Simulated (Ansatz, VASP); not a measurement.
SiO2 in VASP and in Ansatz

The input POSCAR:

```
SiO2
1.0
   -1.7092657692      1.7092657692      4.1172831803
    1.7092657692     -1.7092657692      4.1172831803
    1.7092657692      1.7092657692     -4.1172831803
Si O
2 4
Direct
    0.7500000000      0.2500000000      0.5000000000
    0.0000000000      0.0000000000      0.0000000000
    0.5409502157      0.0409502157      0.5000000000
    0.7909502157      0.7909502157      0.0000000000
    0.2090497843      0.2090497843      0.0000000000
    0.9590497843      0.4590497843      0.5000000000
```

The input INCAR.step1:

```
PREC     = Accurate       # precision mode
ENCUT    = 520            # plane-wave cutoff, eV
ISMEAR   = 0              # smearing method
SIGMA    = 0.01           # smearing width, eV
LREAL    = False          # projectors in reciprocal space
LASPH    = True           # aspherical terms in the spheres
NELM     = 100            # most SCF steps
NBANDS   = 25             # bands
GGA      = PE             # functional
ALGO     = Normal         # electronic algorithm
EDIFF    = 1E-4           # SCF threshold, eV
LWAVE    = True           # write WAVECAR
LCHARG   = False          # write CHGCAR
```

The input INCAR.step2:

```
PREC     = Accurate       # precision mode
ENCUT    = 520            # plane-wave cutoff, eV
EDIFF    = 1E-6           # SCF threshold, eV
ISMEAR   = 0              # smearing method
SIGMA    = 0.01           # smearing width, eV
LREAL    = False          # projectors in reciprocal space
LASPH    = True           # aspherical terms in the spheres
NELM     = 100            # most SCF steps
ALGO     = Normal         # electronic algorithm
ISIF     = 2              # what is computed and relaxed
LWAVE    = False          # write WAVECAR
LCHARG   = True           # write CHGCAR
METAGGA  = R2SCAN         # meta-GGA
LMIXTAU  = True         
LELF     = True           # ELF
LVHAR    = True         
NBANDS   = 25             # bands
ISTART   = 1
```

The input KPOINTS:

```
Automatic mesh
0
Gamma
  8 8 8
```

Input for Ansatz:

```yaml
crystal:
  lattice:
    - [-1.7092657692, 1.7092657692, 4.1172831803]
    - [1.7092657692, -1.7092657692, 4.1172831803]
    - [1.7092657692, 1.7092657692, -4.1172831803]
  atoms:
    - { symbol: Si, position: [0.75, 0.25, 0.5] }
    - { symbol: Si, position: [0.0, 0.0, 0.0] }
    - { symbol: O, position: [0.5409502157, 0.0409502157, 0.5] }
    - { symbol: O, position: [0.7909502157, 0.7909502157, 0.0] }
    - { symbol: O, position: [0.2090497843, 0.2090497843, 0.0] }
    - { symbol: O, position: [0.9590497843, 0.4590497843, 0.5] }
kpoints:
  mp_grid: { grid: [8, 8, 8] }
hamiltonian:
  xc: r2scan
scf:
  occupations: { method: fixed }
  n_extra_bands: 5
output:
  forces: true
  stress: true
  eigenvalues: true
```

Alike in both runs: task single point; functional r2SCAN; k mesh 8 × 8 × 8; no spin polarisation.

```csv
,VASP,Ansatz
version,VASP 6.6.1,Ansatz 0.2.0
potentials or method,"VASP PAW PBE potentials, release 64 (Si, O)","plane waves, PAW"
plane-wave cutoff (eV),520,500
occupations,"gaussian, width 0.01 eV",fixed
valence electrons in the cell,32,32
```

```tsv
	VASP	Ansatz	Ansatz less VASP
gap on the k mesh at the Fermi level (eV)	8.32	8.32	-0.005
pressure (GPa)	21.8	21.2	-0.57
traceless stress, the component that is largest in VASP (GPa)	3.10	2.46	-0.638
rms of the force components (eV/Å)	0.322	0.315	-0.0066
```

VASP's potentials were made for PBE, not for r2SCAN. Atom by atom the forces differ by 0.007 eV/Å (rms over components).
